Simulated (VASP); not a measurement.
**ZrB2: electric field gradients with r2SCAN**

Crystal: ZrB2.

```
CELL_PARAMETERS angstrom
3.17000 0.00000 0.00000
-1.58500 2.74530 0.00000
0.00000 0.00000 3.53300
ATOMIC_POSITIONS crystal
Zr 0.00000 0.00000 0.00000
B 0.31667 0.65833 0.50000
B 0.68333 0.34167 0.50000
```

This cell differs from its parent crystal: shortest bond scaled by 0.95.

- Program: VASP 6.6.1
- Task: electric field gradients
- Functional: r2SCAN
- Potentials or basis: VASP PAW PBE potentials, release 64 (Zr_sv, B)
- Cutoff: 460 eV
- k mesh: 10 × 10 × 8
- Occupations: fermi-dirac, width 0.05 eV
- Spin: no spin polarisation
- Dipole correction: no
- Further INCAR settings: ALGO = Normal; EDIFF = 1e-08; NBANDS = 16

```yaml
Pressure: 1.6 GPa
Largest_force: 1.221 eV/Å
Band_gap_on_the_k_mesh: zero (bands 9 and 10 overlap by 0.55 eV)
Largest_electric_field_gradient_by_atom: Zr +37.3; B -3.7 V/Å²
```

Forces in eV/Å, atoms in the order of the input:
```
Zr   0.000  0.000  0.000
B    1.058  0.611  0.000
B   -1.058 -0.611  0.000
```

Stress tensor (GPa, compression positive):
```
 0.82 -0.67  0.00
-0.67  1.59  0.00
 0.00  0.00  2.41
```

Levels at points of the mesh, in eV from the Fermi level:
| k point | band 7 | band 8 | band 9 | band 10 | band 11 | band 12 |
| --- | --- | --- | --- | --- | --- | --- |
| (0.00, 0.00, 0.00) | -2.60 | -2.56 | -2.36 | 3.58 | 3.74 | 4.25 |
| (0.50, 0.00, 0.00) | -3.83 | -3.03 | -2.66 | 1.84 | 2.45 | 5.16 |
| (0.00, 0.50, 0.00) | -4.22 | -3.33 | -2.79 | 2.53 | 2.61 | 5.20 |
| (0.00, 0.00, 0.50) | -1.56 | -0.39 | 0.03 | 0.78 | 0.88 | 0.92 |
| (0.50, 0.00, 0.50) | -4.75 | -4.53 | -1.98 | 3.94 | 4.44 | 5.56 |
| (0.00, 0.50, 0.50) | -4.87 | -4.23 | -2.34 | 4.08 | 4.09 | 5.58 |

Electric field gradients, principal values (V/Å²):
```csv
atom,least,middle,greatest (by size)
1 Zr,-15.867,-21.477,37.344
2 B,1.776,1.921,-3.697
3 B,1.776,1.921,-3.697
```

Run time: 98 s on 1 thread of Intel(R) Xeon(R) 6975P-C (Granite Rapids), on a shared host, peak memory 0.19 GiB.

Caveat: the cell differs from its parent crystal (shortest bond scaled by 0.95); without QUAD_EFG the Cq values of the log hold for a quadrupole moment of 1 mb, not for the nuclei; the PAW data sets were made with another functional, which shifts forces and pressure a little.
